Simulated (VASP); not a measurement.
# MoS2 in VASP: notebook

MoS2 is run at these levels: LDA; tasks: single point.

Everything below comes from runs of VASP 6.6.1. Logs are shortened: lines on timing, memory, paths and dates and some standing lists are left out, and cuts for length are marked.

### 1 The cell of the first run

The cell holds a sheet with vacuum, 3 atoms: a = 3.104 Å, b = 3.104 Å, c = 18.120 Å, α = 90.00°, β = 90.00°, γ = 120.00°.

### 2 Single point, LDA

INCAR

```
SYSTEM = MoS2
PREC = Accurate ; ENCUT = 520
EDIFF = 1E-6 ; ISMEAR = 0
SIGMA = 0.01 ; LREAL = .False.
LASPH = .True. ; NELM = 100
ALGO = Normal ; ISIF = 2
LWAVE = .False. ; LCHARG = .False.
NBANDS = 20
```

KPOINTS

```
regular mesh
0
Gamma
  12 12 1
  0 0 0
```

POSCAR

```
MoS2
1.0
    3.1042702876      0.0000000000      0.0000000000
   -1.5521351438      2.6883769293      0.0000000000
    0.0000000000      0.0000000000     18.1200000000
S Mo
2 1
Direct
    0.3333333333      0.6666666667      0.4139899915
    0.3333333333      0.6666666667      0.5860100085
    0.6666666667      0.3333333333      0.5000000000
```

Potentials or basis: VASP PAW LDA potentials, release 64 (S, Mo_sv).

Launch:

```console
cat potpaw_LDA.64/S/POTCAR potpaw_LDA.64/Mo_sv/POTCAR > POTCAR
mpirun -np 1 vasp_std > vasp.out
```

OUTCAR:

```text
SYSTEM = MoS2
   PREC = Accurate
   ENCUT = 520
   EDIFF = 1E-6
   ISMEAR = 0
   LREAL = .False.
   LASPH = .True.
   NELM = 100
   ISIF = 2

 ion  position               nearest neighbor table
   1  0.333  0.667  0.414-   3 2.38   3 2.38   3 2.38
   2  0.333  0.667  0.586-   3 2.38   3 2.38   3 2.38
   3  0.667  0.333  0.500-   1 2.38   2 2.38   1 2.38   2 2.38   1 2.38   2 2.38

  LATTYP: Found a hexagonal cell.
 ALAT       =     3.1042702876
 C/A-ratio  =     5.8371205859

  Lattice vectors:

 A1 = (   3.1042702876,   0.0000000000,   0.0000000000)
 A2 = (  -1.5521351438,   2.6883769293,   0.0000000000)
 A3 = (   0.0000000000,   0.0000000000,  18.1200000000)

Analysis of symmetry for initial positions (statically):
=====================================================================
 Subroutine PRICEL returns:
 Original cell was already a primitive cell.

 Routine SETGRP: Setting up the symmetry group for a
 hexagonal supercell.

 Subroutine GETGRP returns: Found 12 space group operations
 (whereof 12 operations were pure point group operations)
 out of a pool of 24 trial point group operations.

The static configuration has the point symmetry D_3h.

Analysis of symmetry for dynamics (positions and initial velocities):
=====================================================================
 Subroutine PRICEL returns:
 Original cell was already a primitive cell.

 Routine SETGRP: Setting up the symmetry group for a
 hexagonal supercell.

 Subroutine GETGRP returns: Found 12 space group operations
 (whereof 12 operations were pure point group operations)
 out of a pool of 24 trial point group operations.

The dynamic configuration has the point symmetry D_3h.

 Subroutine INISYM returns: Found 12 space group operations
 (whereof 12 operations are pure point group operations),
 and found     1 'primitive' translations

----------------------------------------------------------------------------------------

                                     Primitive cell

  volume of cell :     151.2195

  direct lattice vectors                    reciprocal lattice vectors
     3.104270288  0.000000000  0.000000000     0.322136898  0.185985825  0.000000000
    -1.552135144  2.688376929  0.000000000     0.000000000  0.371971649  0.000000000
     0.000000000  0.000000000 18.120000000     0.000000000  0.000000000  0.055187638

  length of vectors
     3.104270288  3.104270288 18.120000000     0.371971649  0.371971649  0.055187638
[... 69 lines left out ...]
   ISTART =      0    job   : 0-new  1-cont  2-samecut
   ICHARG =      2    charge: 1-file 2-atom 10-const
   ISPIN  =      1    spin polarized calculation?
   LNONCOLLINEAR =      F non collinear calculations
   LSORBIT =      F    spin-orbit coupling
   LASPH  =      T    aspherical Exc in radial PAW
   ENCUT  =  520.0 eV  38.22 Ry    6.18 a.u.   5.77  5.77 33.69*2*pi/ulx,y,z
   NELM   =    100;   NELMIN=  2; NELMDL= -5     # of ELM steps
   EDIFF  = 0.1E-05   stopping-criterion for ELM
   LREAL  =      F    real-space projection
[... 7 lines left out ...]
   TEBEG  =    0.0;   TEEND  =   0.0 temperature during run
   PSTRESS=    0.0 pullay stress
   NELECT =      26.0000    total number of electrons
   NUPDOWN=      -1.0000    fix difference up-down
   EMIN   =  10.00;   EMAX   =-10.00  energy-range for DOS
   EFERMI =   0.00;   METHOD = LEGACY
   ISMEAR =     0;   SIGMA  =   0.01  broadening in eV -4-tet -1-fermi 0-gaus
   EFERMI_NEDOS =   21; number of points for ismear=-14 and -15
   IALGO  =     38    algorithm
   IMIX   =      4    mixing-type and parameters
     AMIX     =   0.40;   BMIX     =  1.00
     AMIX_MAG =   1.60;   BMIX_MAG =  1.00
  volume/ion in A,a.u.               =      50.41       340.16
  Fermi-wavevector in a.u.,A,eV,Ry     =   0.910325  1.720266 11.275043  0.828692
  Thomas-Fermi vector in A             =   2.034474
   LORBIT       =      0    0 simple, 1 ext, 2 COOP (PROOUT), +10 PAW based schemes
   GGA     = CA    functional components
   LHFCALC =     F    Hartree Fock is set to
   AEXX    =    0.0000 exact exchange contribution
   IVDW    =     0    specifies the selected vdW correction
   LEPSILON=     F    determine dielectric tensor
   LRPA    =     F    only Hartree local field effects (RPA)
 non-spin polarized calculation
 Gauss-broadening in eV      SIGMA  =   0.01
  energy-cutoff  :      520.00
  volume of cell :      151.22
 maximum number of plane-waves:      4104
 NGX is ok and might be reduce to    24
   NGX = 11   NGY = 11   NGZ = 67

 number of electron      25.9999999 magnetization

 Free energy of the ion-electron system (eV)
  ---------------------------------------------------
  ext. energy  EPLUGINS =         0.00000000
  ---------------------------------------------------
  free energy    TOTEN  =       -24.36374252 eV

  energy without entropy =      -24.36374252  energy(sigma->0) =      -24.36374252

 E-fermi :  -1.5281     XC(G=0):  -4.3955

 val. band max:       -1.6015844688   @ k =   0.3333   0.3333   0.0000
 cond. band min:       0.3317746726   @ k =   0.3333   0.3333   0.0000
 fundamental gap:      1.9333591413
 Fermi energy:        -1.5281184977

 k-point     1 :       0.0000    0.0000    0.0000
  band No.  band energies     occupation
      1     -61.9998      2.00000
      2     -36.4084      2.00000
      3     -36.0887      2.00000
      4     -36.0887      2.00000
      5     -15.8936      2.00000
      6     -14.5063      2.00000
[... 426 lines left out ...]
     19       5.9945      0.00000
     20       7.9973      0.00000

------------------------ aborting loop because EDIFF is reached ----------------------------------------

  FORCE on cell =-STRESS in cart. coord.  units (eV):
  Direction    XX          YY          ZZ          XY          YZ          ZX
  --------------------------------------------------------------------------------------
  -------------------------------------------------------------------------------------
  Total        0.5267788      0.5267788      0.0214577      0.0000000      0.0000000      0.0000000
  in kB        5.5812433      5.5812433      0.2273448      0.0000000      0.0000000      0.0000000
  external PRESSURE =       3.7966105 kB  Pullay stress =       0.0000000 kB

 VOLUME and BASIS-vectors are now :
 -----------------------------------------------------------------------------
  energy-cutoff  :      520.00
  volume of cell :      151.22
      direct lattice vectors                 reciprocal lattice vectors
     3.104270288  0.000000000  0.000000000     0.322136898  0.185985825  0.000000000
    -1.552135144  2.688376929  0.000000000     0.000000000  0.371971649  0.000000000
     0.000000000  0.000000000 18.120000000     0.000000000  0.000000000  0.055187638

 POSITION                                       TOTAL-FORCE (eV/Angst)
 -----------------------------------------------------------------------------------
     -0.00000      1.79225      7.50150         0.000000      0.000000     -0.014837
     -0.00000      1.79225     10.61850        -0.000000     -0.000000      0.014837
      1.55214      0.89613      9.06000         0.000000     -0.000000      0.000000
 -----------------------------------------------------------------------------------
    total drift:                               -0.000000      0.000000      0.000000

  FREE ENERGIE OF THE ION-ELECTRON SYSTEM (eV)
  ---------------------------------------------------
  free  energy   TOTEN  =       -24.3637425183 eV

  energy  without entropy=      -24.3637425183  energy(sigma->0) =      -24.36374252
```

Wall time 71 s (1 thread of Intel Xeon 6975P-C, shared host); peak memory 0.24 GiB.

Results:

* Free energy: -24.3637 eV
* Largest force: 0.015 eV/Å
* Band gap on the k mesh: 1.93 eV, direct

Forces on the atoms (eV/Å):
```
S    0.000  0.000 -0.015
S    0.000  0.000  0.015
Mo   0.000  0.000  0.000
```

### 3 Single point, LDA

This run uses another cell than the first one, of 50.91 Å³/atom, 1.010 times its volume.

INCAR

```
PREC     = Accurate       # precision mode
ENCUT    = 520            # plane-wave cutoff, eV
EDIFF    = 1E-6           # SCF threshold, eV
ISMEAR   = 0              # smearing method
SIGMA    = 0.01           # smearing width, eV
LREAL    = False          # projectors in reciprocal space
LASPH    = True           # aspherical terms in the spheres
NELM     = 100            # most SCF steps
ALGO     = Normal         # electronic algorithm
ISIF     = 2              # what is computed and relaxed
LWAVE    = False          # write WAVECAR
LCHARG   = False          # write CHGCAR
NBANDS   = 20             # bands
```

KPOINTS

```
Automatic mesh
0
Gamma
  12 12 1
```

POSCAR

```
MoS2
1.0
    3.1198696358      0.0000000000      0.0000000000
   -1.5599348179      2.7018863611      0.0000000000
    0.0000000000      0.0000000000     18.1200000000
S Mo
2 1
Direct
    0.3333333333      0.6666666667      0.4142974369
    0.3333333333      0.6666666667      0.5857025631
    0.6666666667      0.3333333333      0.5000000000
```

Potentials or basis: VASP PAW LDA potentials, release 64 (S, Mo_sv).

Launch:

```console
cat potpaw_LDA.64/S/POTCAR potpaw_LDA.64/Mo_sv/POTCAR > POTCAR
mpirun -np 1 vasp_std > vasp.out
```

Run time: 69 s. Hardware: 1 thread of Intel Xeon 6975P-C, shared host; peak memory 0.24 GiB.

It converged, with:

* Free energy: -24.3667 eV
* Largest force: 0.015 eV/Å
* Band gap on the k mesh: 1.87 eV, direct

Forces on the atoms (eV/Å):
```
S    0.000  0.000 -0.015
S    0.000  0.000  0.015
Mo   0.000  0.000  0.000
```

Levels at points of the mesh, in eV from the valence-band top:
```tsv
k point	band 10	band 11	band 12	band 13	band 14	band 15	band 16	band 17
(0.00, 0.00, 0.00)	-1.89	-1.45	-1.45	-0.11	2.96	2.96	3.25	3.25
(0.50, 0.00, 0.00)	-3.23	-1.92	-0.83	-0.63	2.48	2.98	3.99	4.58
```

### 4 Single point, LDA

This run uses another cell than the first one, of 51.42 Å³/atom, 1.020 times its volume.

INCAR

```
SYSTEM = MoS2
ALGO = Normal ; EDIFF = 1E-6
ENCUT = 520 ; GGA = CA
ISIF = 2 ; ISMEAR = 0
LASPH = .TRUE. ; LCHARG = .FALSE.
LREAL = .FALSE. ; LWAVE = .FALSE.
NBANDS = 20 ; NELM = 80
PREC = Accurate ; SIGMA = 0.01
```

KPOINTS

```
k-points
0
G
  12 12 1
  0 0 0
```

POSCAR

```
MoS2
1.0
    3.1354689840      0.0000000000      0.0000000000
   -1.5677344920      2.7153957929      0.0000000000
    0.0000000000      0.0000000000     18.1200000000
S Mo
2 1
Direct
    0.3333333333      0.6666666667      0.4146004221
    0.3333333333      0.6666666667      0.5853995779
    0.6666666667      0.3333333333      0.5000000000
```

Launch:

```console
cat potpaw_LDA.64/S/POTCAR potpaw_LDA.64/Mo_sv/POTCAR > POTCAR
mpirun -np 1 vasp_std > vasp.out
```

Wall time 69 s (1 thread of Intel Xeon 6975P-C, shared host); peak memory 0.23 GiB.

Results (log left out):

- Free energy: -24.3649 eV
- Largest force: 0.015 eV/Å
- Band gap on the k mesh: 1.81 eV, direct

Forces on the atoms (eV/Å):
```
S    0.000  0.000 -0.015
S    0.000  0.000  0.015
Mo   0.000  0.000  0.000
```

Levels at points of the mesh, in eV from the valence-band top:
```tsv
k point	band 9	band 10	band 11	band 12	band 13	band 14	band 15	band 16	band 17	band 18
(0.00, 0.00, 0.00)	-2.66	-1.82	-1.48	-1.48	-0.04	2.93	2.93	3.23	3.23	5.60
(0.50, 0.00, 0.00)	-4.16	-3.23	-1.87	-0.87	-0.61	2.42	2.94	3.99	4.56	6.21
```

### 5 Summary

```tsv
cell	gap on the mesh (eV)	largest force (eV/Å)
a = 3.104, b = 3.104, c = 18.120 Å, angles 90.0, 90.0, 120.0°, 3 atoms	1.93	0.01
a = 3.120, b = 3.120, c = 18.120 Å, angles 90.0, 90.0, 120.0°, 3 atoms	1.87	0.01
a = 3.135, b = 3.135, c = 18.120 Å, angles 90.0, 90.0, 120.0°, 3 atoms	1.81	0.01
```

Alike in all rows: task single point; level LDA; potentials or basis VASP PAW LDA potentials, release 64 (S, Mo_sv); no spin polarisation; k mesh 12 × 12 × 1; cutoff (eV) 520; smearing gaussian 0.01 eV.

Absolute energies hang on the potentials; compare differences alone.
